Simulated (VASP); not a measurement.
Here is a VASP 6.6.1 calculation.

INCAR

```
SYSTEM = Ta
ALGO     = Fast           ! electronic algorithm
EDIFF    = 1E-6           ! SCF threshold, eV
ENCUT    = 520            ! plane-wave cutoff, eV
GGA      = PS             ! functional
ISIF     = 2              ! what is computed and relaxed
ISMEAR   = 0              ! smearing method
LASPH    = .True.         ! aspherical terms in the spheres
LCHARG   = .False.        ! write CHGCAR
LREAL    = .False.        ! projectors in reciprocal space
LWAVE    = .False.        ! write WAVECAR
NBANDS   = 18             ! bands
NELM     = 60             ! most SCF steps
PREC     = Accurate       ! precision mode
SIGMA    = 0.15           ! smearing width, eV
```

File KPOINTS:

```
k-points
0
Gamma
  21 21 10
  0 0 0
```

POSCAR

```
Ta
1.0
    2.9003720726      0.0000000000      0.0000000000
   -1.4501860363      2.5117958953      0.0000000000
    0.0000000000      0.0000000000      5.1662740000
Ta
2
Direct
    0.6666666667      0.3333333333      0.7500000000
    0.3333333333      0.6666666667      0.2500000000
```

Potentials or basis: VASP PAW PBE potentials, release 64 (Ta_pv).

Run with:

```sh
$ cat potpaw_PBE.64/Ta_pv/POTCAR > POTCAR
$ mpirun -np 1 vasp_std > vasp.out
```

What does it give for the band gap on the k mesh?

Zero (band 11 reaches 6.86 eV, above the bottom of band 12 at 4.66 eV).

What does it give for the pressure?

-7.0 GPa.

Caveat: the PAW data sets were made with another functional, which shifts forces and pressure a little; spin-orbit coupling is left out, which moves the levels of the heavy elements.
